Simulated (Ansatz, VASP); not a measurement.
ZrC4: VASP beside Ansatz

```
Zr C
1.0
    -2.68010    2.68010    1.72233
     2.68010   -2.68010    1.72233
     2.68010    2.68010   -1.72233
Zr C
1 4
Direct
  0.00000 0.00000 0.00000
  0.57665 0.88958 0.46624
  0.88958 0.42335 0.31293
  0.11042 0.57665 0.68707
  0.42335 0.11042 0.53376
```

Change from the starting cell: species swapped into the LuAg4 type (I4/m, No. 87).

Alike in both runs: functional PBE; k mesh 6 × 6 × 6; occupations gaussian, width 0.1 eV; no spin polarisation.

Ansatz relaxed the structure, and its values are those at the end. VASP's run is a single point on that final structure, the one shown.

|  | VASP | Ansatz |
| --- | --- | --- |
| version | VASP 6.6.1 | Ansatz 0.2.0 |
| potentials or method | VASP PAW PBE potentials, release 64 (Zr_sv, C_h), cutoff 1300 eV | scalar-relativistic, plane waves, PAW |
| valence electrons in the cell | 28 | 28 |

```csv
,VASP,Ansatz,Ansatz less VASP
gap on the k mesh at the Fermi level (eV),none,none,-
pressure (GPa),0.0,0.0,-0.05
rms of the force components (eV/Å),0.021,0.018,-0.0025
```

A gap of «none» marks a metal or a gap that the smearing closes.

The k mesh is coarse, so the values compare programs but aren't converged.
